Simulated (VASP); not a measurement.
# NbCd3 (Pm-3m) in VASP: notebook

NbCd3 is run at these levels: r2SCAN; tasks: single point.

Everything below comes from runs of VASP 6.6.1. Logs are shortened: lines on timing, memory, paths and dates and some standing lists are left out, and cuts for length are marked.

## 1. The cell of the first run

It takes space group Pm-3m (No. 221, cubic). Conventional cell: a = 4.215 Å, b = 4.215 Å, c = 4.215 Å, α = 90.00°, β = 90.00°, γ = 90.00°. Nb (site symmetry m-3m) has 12 Cd at 2.98 Å within 3.9 Å. Cd (site symmetry 4/mmm) has 4 Nb at 2.98 Å and 8 Cd at 2.98 Å within 3.9 Å.

## 2. Single point, r2SCAN

POSCAR reads:

```
NbCd3
1.0
    4.2150000000      0.0000000000      0.0000000000
    0.0000000000      4.2150000000      0.0000000000
    0.0000000000      0.0000000000      4.2150000000
Nb Cd
1 3
Direct
    0.0000000000      0.0000000000      0.0000000000
    0.0000000000      0.5000000000      0.5000000000
    0.5000000000      0.0000000000      0.5000000000
    0.5000000000      0.5000000000      0.0000000000
```

INCAR.step1 reads:

```
SYSTEM = NbCd3
  ALGO = Normal
  EDIFF = 1E-4
  ENCUT = 520
  GGA = PE
  ISMEAR = 0
  LASPH = .True.
  LCHARG = .False.
  LREAL = .False.
  LWAVE = .True.
  NBANDS = 32
  NELM = 100
  PREC = Accurate
  SIGMA = 0.1
```

INCAR.step2 reads:

```
SYSTEM = NbCd3
  ALGO = Normal
  EDIFF = 1E-6
  ENCUT = 520
  ISIF = 2
  ISMEAR = 0
  ISTART = 1
  LASPH = .True.
  LCHARG = .False.
  LMIXTAU = .True.
  LREAL = .False.
  LWAVE = .False.
  METAGGA = R2SCAN
  NBANDS = 32
  NELM = 100
  PREC = Accurate
  SIGMA = 0.1
```

KPOINTS reads:

```
k-points
0
Gamma
  10 10 10
  0 0 0
```

Potentials or basis: VASP PAW PBE potentials, release 64 (Nb_sv, Cd).

Launch:

```
> cat potpaw_PBE.64/Nb_sv/POTCAR potpaw_PBE.64/Cd/POTCAR > POTCAR
> cp INCAR.step1 INCAR
> mpirun -np 1 vasp_std > vasp.out
> cp INCAR.step2 INCAR
> mpirun -np 1 vasp_std > vasp.out
```

OUTCAR:

```text
SYSTEM = NbCd3
   EDIFF = 1E-6
   ENCUT = 520
   ISIF = 2
   ISMEAR = 0
   ISTART = 1
   LASPH = .True.
   LREAL = .False.
   METAGGA = R2SCAN
   NELM = 100
   PREC = Accurate

 ion  position               nearest neighbor table
   1  0.000  0.000  0.000-   2 2.98   3 2.98   4 2.98   2 2.98   3 2.98   2 2.98   4 2.98   2 2.98
                             3 2.98   4 2.98   3 2.98   4 2.98
   2  0.000  0.500  0.500-   1 2.98   3 2.98   4 2.98   1 2.98   4 2.98   1 2.98   3 2.98   1 2.98
                             3 2.98   4 2.98   4 2.98   3 2.98
   3  0.500  0.000  0.500-   1 2.98   2 2.98   4 2.98   1 2.98   4 2.98   2 2.98   4 2.98   4 2.98
                             1 2.98   2 2.98   1 2.98   2 2.98
   4  0.500  0.500  0.000-   1 2.98   2 2.98   3 2.98   2 2.98   3 2.98   1 2.98   3 2.98   3 2.98
                             1 2.98   2 2.98   2 2.98   1 2.98

  LATTYP: Found a simple cubic cell.
 ALAT       =     4.2150000000

  Lattice vectors:

 A1 = (   4.2150000000,   0.0000000000,   0.0000000000)
 A2 = (   0.0000000000,   4.2150000000,   0.0000000000)
 A3 = (   0.0000000000,   0.0000000000,   4.2150000000)

Analysis of symmetry for initial positions (statically):
=====================================================================
 Subroutine PRICEL returns:
 Original cell was already a primitive cell.

 Routine SETGRP: Setting up the symmetry group for a
 simple cubic supercell.

 Subroutine GETGRP returns: Found 48 space group operations
 (whereof 48 operations were pure point group operations)
 out of a pool of 48 trial point group operations.

The static configuration has the point symmetry O_h .

Analysis of symmetry for dynamics (positions and initial velocities):
=====================================================================
 Subroutine PRICEL returns:
 Original cell was already a primitive cell.

 Routine SETGRP: Setting up the symmetry group for a
 simple cubic supercell.

 Subroutine GETGRP returns: Found 48 space group operations
 (whereof 48 operations were pure point group operations)
 out of a pool of 48 trial point group operations.

The dynamic configuration has the point symmetry O_h .

 Subroutine INISYM returns: Found 48 space group operations
 (whereof 48 operations are pure point group operations),
 and found     1 'primitive' translations

----------------------------------------------------------------------------------------

                                     Primitive cell

  volume of cell :      74.8846

  direct lattice vectors                    reciprocal lattice vectors
     4.215000000  0.000000000  0.000000000     0.237247924  0.000000000  0.000000000
     0.000000000  4.215000000  0.000000000     0.000000000  0.237247924  0.000000000
     0.000000000  0.000000000  4.215000000     0.000000000  0.000000000  0.237247924

  length of vectors
     4.215000000  4.215000000  4.215000000     0.237247924  0.237247924  0.237247924

  position of ions in fractional coordinates (direct lattice)
     0.000000000  0.000000000  0.000000000
     0.000000000  0.500000000  0.500000000
     0.500000000  0.000000000  0.500000000
     0.500000000  0.500000000  0.000000000

  ion indices of the primitive-cell ions
   primitive index   ion index
                 1           1
                 2           2
                 3           3
                 4           4

----------------------------------------------------------------------------------------

 KPOINTS: k-points

Automatic generation of k-mesh.
 Grid dimensions read from file:
 generate k-points for:   10   10   10

 Generating k-lattice:

  Cartesian coordinates                     Fractional coordinates (reciprocal lattice)
     0.023724792  0.000000000  0.000000000     0.100000000  0.000000000  0.000000000
     0.000000000  0.023724792  0.000000000     0.000000000  0.100000000  0.000000000
     0.000000000  0.000000000  0.023724792     0.000000000  0.000000000  0.100000000

  Length of vectors
     0.023724792  0.023724792  0.023724792

  Shift w.r.t. Gamma in fractional coordinates (k-lattice)
     0.000000000  0.000000000  0.000000000

 Subroutine IBZKPT returns following result:
 ===========================================

 Found     56 irreducible k-points:

 Following reciprocal coordinates:
            Coordinates               Weight
  0.000000  0.000000  0.000000      1.000000
  0.100000  0.000000  0.000000      6.000000
  0.200000  0.000000  0.000000      6.000000
  0.300000  0.000000  0.000000      6.000000
  0.400000  0.000000  0.000000      6.000000
  0.500000  0.000000  0.000000      3.000000
[... 16 lines left out ...]
  0.200000  0.100000  0.100000     24.000000
  0.300000  0.100000  0.100000     24.000000
 [... further k-points ...]
   k-points           NKPTS =     56   k-points in BZ     NKDIM =     56   number of bands    NBANDS=     32
   number of dos      NEDOS =    301   number of ions     NIONS =      4
   total plane-waves  NPLWV =  32768
   dimension x,y,z NGX =    32 NGY =   32 NGZ =   32
   dimension x,y,z NGXF=    64 NGYF=   64 NGZF=   64
   ions per type =               1   3
   NGX,Y,Z   is equivalent  to a cutoff of  12.62, 12.62, 12.62 a.u.
   NGXF,Y,Z  is equivalent  to a cutoff of  25.24, 25.24, 25.24 a.u.
 SYSTEM =  NbCd3
   PREC   = accura    normal or accurate (medium, high low for compatibility)
   ISTART =      1    job   : 0-new  1-cont  2-samecut
   ICHARG =      0    charge: 1-file 2-atom 10-const
   ISPIN  =      1    spin polarized calculation?
   LNONCOLLINEAR =      F non collinear calculations
   LSORBIT =      F    spin-orbit coupling
   LASPH  =      T    aspherical Exc in radial PAW
   ENCUT  =  520.0 eV  38.22 Ry    6.18 a.u.   7.84  7.84  7.84*2*pi/ulx,y,z
   NELM   =    100;   NELMIN=  2; NELMDL=  0     # of ELM steps
   EDIFF  = 0.1E-05   stopping-criterion for ELM
   LREAL  =      F    real-space projection
   EDIFFG = 0.1E-04   stopping-criterion for IOM
   NSW    =      0    number of steps for IOM
   IBRION =     -1    ionic relax: 0-MD 1-quasi-New 2-CG
   NFREE  =      0    steps in history (QN), initial steepest desc. (CG)
   ISIF   =      2    stress and relaxation
   ISYM   =      2    0-nonsym 1-usesym 2-fastsym
   POTIM  = 0.5000    time-step for ionic-motion
   TEBEG  =    0.0;   TEEND  =   0.0 temperature during run
   PSTRESS=    0.0 pullay stress
   NELECT =      49.0000    total number of electrons
   NUPDOWN=      -1.0000    fix difference up-down
   EMIN   =  10.00;   EMAX   =-10.00  energy-range for DOS
   EFERMI =   0.00;   METHOD = LEGACY
   ISMEAR =     0;   SIGMA  =   0.10  broadening in eV -4-tet -1-fermi 0-gaus
   EFERMI_NEDOS =   21; number of points for ismear=-14 and -15
   IALGO  =     38    algorithm
   IMIX   =      4    mixing-type and parameters
     AMIX     =   0.40;   BMIX     =  1.00
     AMIX_MAG =   1.60;   BMIX_MAG =  1.00
  volume/ion in A,a.u.               =      18.72       126.34
  Fermi-wavevector in a.u.,A,eV,Ry     =   1.421268  2.685807 27.483802  2.020002
  Thomas-Fermi vector in A             =   2.542096
   LORBIT       =      0    0 simple, 1 ext, 2 COOP (PROOUT), +10 PAW based schemes
   METAGGA = R2SCAN    functional components
   LHFCALC =     F    Hartree Fock is set to
   AEXX    =    0.0000 exact exchange contribution
   IVDW    =     0    specifies the selected vdW correction
   LEPSILON=     F    determine dielectric tensor
   LRPA    =     F    only Hartree local field effects (RPA)
 non-spin polarized calculation
 Gauss-broadening in eV      SIGMA  =   0.10
  energy-cutoff  :      520.00
  volume of cell :       74.88
 maximum number of plane-waves:      2040
 NGX is ok and might be reduce to    32
   NGX = 15   NGY = 15   NGZ = 15

 number of electron      49.0000040 magnetization

 Free energy of the ion-electron system (eV)
  ---------------------------------------------------
  ext. energy  EPLUGINS =         0.00000000
  ---------------------------------------------------
  free energy    TOTEN  =       -84.63565540 eV

  energy without entropy =      -84.62813085  energy(sigma->0) =      -84.63189312

 E-fermi :   5.1618     XC(G=0): -12.9191

 val. band max:        5.1120368178   @ k =   0.5000   0.5000   0.3000
 cond. band min:       5.1960063967   @ k =   0.3000   0.3000   0.1000
 fundamental gap:      0.0839695790
 Fermi energy:         5.1617782472

 k-point     1 :       0.0000    0.0000    0.0000
  band No.  band energies     occupation
      1     -51.5133      2.00000
      2     -26.8761      2.00000
      3     -26.8761      2.00000
      4     -26.8761      2.00000
      5      -4.9286      2.00000
      6      -4.7340      2.00000
[... 24 lines left out ...]
     31      11.5879      0.00000
     32      13.2668      0.00000

 k-point     2 :       0.1000    0.0000    0.0000
  band No.  band energies     occupation
      1     -51.5132      2.00000
      2     -26.8785      2.00000
      3     -26.8762      2.00000
      4     -26.8762      2.00000
      5      -4.8921      2.00000
      6      -4.7189      2.00000
[... 24 lines left out ...]
     31      12.0246      0.00000
     32      13.3347      0.00000

 k-point     3 :       0.2000    0.0000    0.0000
  band No.  band energies     occupation
      1     -51.5130      2.00000
      2     -26.8850      2.00000
      3     -26.8765      2.00000
      4     -26.8765      2.00000
      5      -4.7896      2.00000
      6      -4.6772      2.00000
[... 24 lines left out ...]
     31      13.2152      0.00000
     32      13.2152      0.00000

 k-point     4 :       0.3000    0.0000    0.0000
  band No.  band energies     occupation
      1     -51.5127      2.00000
      2     -26.8929      2.00000
      3     -26.8768      2.00000
      4     -26.8768      2.00000
      5      -4.6431      2.00000
      6      -4.6198      2.00000
[... 24 lines left out ...]
     31      12.4978      0.00000
     32      12.4978      0.00000

 k-point     5 :       0.4000    0.0000    0.0000
  band No.  band energies     occupation
      1     -51.5125      2.00000
      2     -26.8994      2.00000
      3     -26.8771      2.00000
      4     -26.8771      2.00000
      5      -4.5667      2.00000
      6      -4.4982      2.00000
[... 584 lines left out ...]
     31      12.0580      0.00000
     32      12.8114      0.00000

 k-point    22 :       0.1000    0.1000    0.1000
  band No.  band energies     occupation
      1     -51.5130      2.00000
      2     -26.8796      2.00000
      3     -26.8782      2.00000
      4     -26.8782      2.00000
      5      -4.8288      2.00000
      6      -4.6668      2.00000
[... 24 lines left out ...]
     31      12.0483      0.00000
     32      13.5297      0.00000

 k-point    23 :       0.2000    0.1000    0.1000
  band No.  band energies     occupation
      1     -51.5128      2.00000
      2     -26.8850      2.00000
      3     -26.8791      2.00000
      4     -26.8783      2.00000
      5      -4.7448      2.00000
      6      -4.6162      2.00000
[... 24 lines left out ...]
     31      12.3559      0.00000
     32      13.2463      0.00000

 k-point    24 :       0.3000    0.1000    0.1000
  band No.  band energies     occupation
      1     -51.5126      2.00000
      2     -26.8926      2.00000
      3     -26.8794      2.00000
      4     -26.8785      2.00000
      5      -4.6256      2.00000
      6      -4.5481      2.00000
[... 24 lines left out ...]
     31      12.2341      0.00000
     32      12.6519      0.00000

 [... further k-points ...]
[... 5 lines left out ...]
  --------------------------------------------------------------------------------------
  -------------------------------------------------------------------------------------
  Total        2.4843673      2.4843673      2.4843673      0.0000000      0.0000000     -0.0000000
  in kB       53.1537190     53.1537190     53.1537190      0.0000000      0.0000000     -0.0000000
  external PRESSURE =      53.1537190 kB  Pullay stress =       0.0000000 kB

 VOLUME and BASIS-vectors are now :
 -----------------------------------------------------------------------------
  energy-cutoff  :      520.00
  volume of cell :       74.88
      direct lattice vectors                 reciprocal lattice vectors
     4.215000000  0.000000000  0.000000000     0.237247924  0.000000000  0.000000000
     0.000000000  4.215000000  0.000000000     0.000000000  0.237247924  0.000000000
     0.000000000  0.000000000  4.215000000     0.000000000  0.000000000  0.237247924

 POSITION                                       TOTAL-FORCE (eV/Angst)
 -----------------------------------------------------------------------------------
      0.00000      0.00000      0.00000         0.000000      0.000000      0.000000
      0.00000      2.10750      2.10750         0.000000      0.000000      0.000000
      2.10750      0.00000      2.10750         0.000000      0.000000      0.000000
      2.10750      2.10750      0.00000         0.000000      0.000000      0.000000
 -----------------------------------------------------------------------------------
    total drift:                                0.000000     -0.000000     -0.000000

  FREE ENERGIE OF THE ION-ELECTRON SYSTEM (eV)
  ---------------------------------------------------
  free  energy   TOTEN  =       -84.6356553997 eV

  energy  without entropy=      -84.6281308498  energy(sigma->0) =      -84.63189312
```

It took 7.9 min on 1 thread of AMD EPYC 7R43 (Zen 3), shared host; peak memory 0.22 GiB.

What came out:

* Free energy: -84.6357 eV
* Pressure: 5.3 GPa

Levels at points of the mesh, in eV from the Fermi level:
```
           k point  band 21  band 22  band 23  band 24  band 25  band 26  band 27  band 28
(0.00, 0.00, 0.00)    -0.86    -0.86     0.23     0.23     0.23     1.35     1.35     1.35
(0.50, 0.00, 0.00)    -6.18    -0.93    -0.93    -0.74     1.27     1.31     3.65     4.46
(0.50, 0.50, 0.00)    -3.31    -3.31    -3.31    -0.32    -0.32     1.42     2.11     2.39
(0.50, 0.50, 0.50)    -2.46    -2.46    -2.31    -1.33    -1.33    -1.33     1.82     1.82
```

Caveat: the PAW data sets were made with another functional, which shifts forces and pressure a little.

## 3. Single point, r2SCAN

POSCAR is that of step 2.

INCAR.step1 reads:

```
SYSTEM = NbCd3
ALGO = Normal
EDIFF = 1E-4
ENCUT = 520
GGA = PE
ISMEAR = 0
LASPH = .True.
LCHARG = .False.
LREAL = .False.
LWAVE = .True.
NBANDS = 32
NELM = 100
PREC = Accurate
SIGMA = 0.1
```

INCAR.step2 reads:

```
SYSTEM = NbCd3
ALGO = Normal
EDIFF = 1E-6
ENCUT = 520
ISIF = 2
ISMEAR = 0
ISTART = 1
LASPH = .True.
LCHARG = .False.
LMIXTAU = .True.
LREAL = .False.
LWAVE = .False.
METAGGA = R2SCAN
NBANDS = 32
NELM = 100
PREC = Accurate
SIGMA = 0.1
```

KPOINTS reads:

```
k-points
0
Gamma
  2 2 2
  0 0 0
```

Potentials or basis: VASP PAW PBE potentials, release 64 (Nb_sv, Cd).

Launch:

```
> cat potpaw_PBE.64/Nb_sv/POTCAR potpaw_PBE.64/Cd/POTCAR > POTCAR
> cp INCAR.step1 INCAR
> mpirun -np 1 vasp_std > vasp.out
> cp INCAR.step2 INCAR
> mpirun -np 1 vasp_std > vasp.out
```

Wall time 62 s (1 thread of AMD EPYC 7R43 (Zen 3), shared host); peak memory 0.15 GiB.

It converged, with:

```
Free energy : -84.6951 eV
Pressure    : 5.0 GPa
```

Levels at points of the mesh, in eV from the Fermi level:
```
           k point  band 21  band 22  band 23  band 24  band 25  band 26  band 27  band 28
(0.00, 0.00, 0.00)    -1.02    -1.02     0.03     0.03     0.03     1.20     1.20     1.20
(0.50, 0.00, 0.00)    -6.38    -1.11    -1.11    -0.89     1.12     1.19     3.44     4.26
(0.50, 0.50, 0.00)    -3.51    -3.51    -3.50    -0.49    -0.49     1.32     1.99     2.23
(0.50, 0.50, 0.50)    -2.66    -2.66    -2.53    -1.54    -1.54    -1.54     1.72     1.72
```

Caveat: the k points lie up to 0.75 Å⁻¹ apart; the PAW data sets were made with another functional, which shifts forces and pressure a little.

## 4. Single point, r2SCAN

POSCAR is that of step 3.

INCAR.step1 reads:

```
SYSTEM = NbCd3
ALGO     = Normal         ! electronic algorithm
EDIFF    = 1E-4           ! SCF threshold, eV
ENCUT    = 520            ! plane-wave cutoff, eV
GGA      = PE             ! functional
ISMEAR   = 0              ! smearing method
LASPH    = .TRUE.         ! aspherical terms in the spheres
LCHARG   = .FALSE.        ! write CHGCAR
LREAL    = .FALSE.        ! projectors in reciprocal space
LWAVE    = .TRUE.         ! write WAVECAR
NBANDS   = 32             ! bands
NELM     = 100            ! most SCF steps
PREC     = Accurate       ! precision mode
SIGMA    = 0.1            ! smearing width, eV
```

INCAR.step2 reads:

```
SYSTEM = NbCd3
ALGO     = Normal         ! electronic algorithm
EDIFF    = 1E-6           ! SCF threshold, eV
ENCUT    = 520            ! plane-wave cutoff, eV
ISIF     = 2              ! what is computed and relaxed
ISMEAR   = 0              ! smearing method
ISTART   = 1            
LASPH    = .TRUE.         ! aspherical terms in the spheres
LCHARG   = .TRUE.         ! write CHGCAR
LELF     = .TRUE.         ! ELF
LMIXTAU  = .TRUE.       
LREAL    = .FALSE.        ! projectors in reciprocal space
LVHAR    = .TRUE.       
LWAVE    = .FALSE.        ! write WAVECAR
METAGGA  = R2SCAN         ! meta-GGA
NBANDS   = 32             ! bands
NELM     = 100            ! most SCF steps
PREC     = Accurate       ! precision mode
SIGMA    = 0.1            ! smearing width, eV
```

KPOINTS reads:

```
k-points
0
G
  4 4 4
  0 0 0
```

Launch:

```
> cat potpaw_PBE.64/Nb_sv/POTCAR potpaw_PBE.64/Cd/POTCAR > POTCAR
> cp INCAR.step1 INCAR
> mpirun -np 1 vasp_std > vasp.out
> cp INCAR.step2 INCAR
> mpirun -np 1 vasp_std > vasp.out
```

It took 1.8 min on 1 thread of AMD EPYC 7R43 (Zen 3), shared host; peak memory 0.15 GiB.

It converged, with:

```
Free energy : -84.6333 eV
Pressure    : 5.3 GPa
```

Levels at points of the mesh, in eV from the Fermi level:
```
           k point  band 21  band 22  band 23  band 24  band 25  band 26  band 27  band 28  band 29  band 30
(0.00, 0.00, 0.00)    -1.09    -1.09    -0.01    -0.01    -0.01     1.13     1.13     1.13     5.76     6.19
(0.50, 0.00, 0.00)    -6.41    -1.16    -1.16    -0.97     1.05     1.08     3.42     4.24     4.24     5.47
(0.50, 0.50, 0.00)    -3.54    -3.54    -3.54    -0.55    -0.55     1.20     1.89     2.17     5.67     6.67
(0.50, 0.50, 0.50)    -2.70    -2.70    -2.55    -1.56    -1.56    -1.56     1.59     1.59     3.89     4.38
```

Caveat: the k points lie up to 0.37 Å⁻¹ apart; the PAW data sets were made with another functional, which shifts forces and pressure a little.

## 5. Overview

```csv
k mesh,gap on the mesh (eV),pressure (GPa)
10 × 10 × 10,none,5.3
2 × 2 × 2,none,5.0
4 × 4 × 4,none,5.3
```

Alike in all rows: task single point; level r2SCAN; potentials or basis VASP PAW PBE potentials, release 64 (Nb_sv, Cd); no spin polarisation; cell as given; cutoff (eV) 520; smearing gaussian 0.1 eV.

Caveats: some runs use coarse meshes; the PAW data sets were made with another functional, which shifts forces and pressure a little.

Total energies depend on the potentials used, so only differences within one code and one set of settings carry meaning.
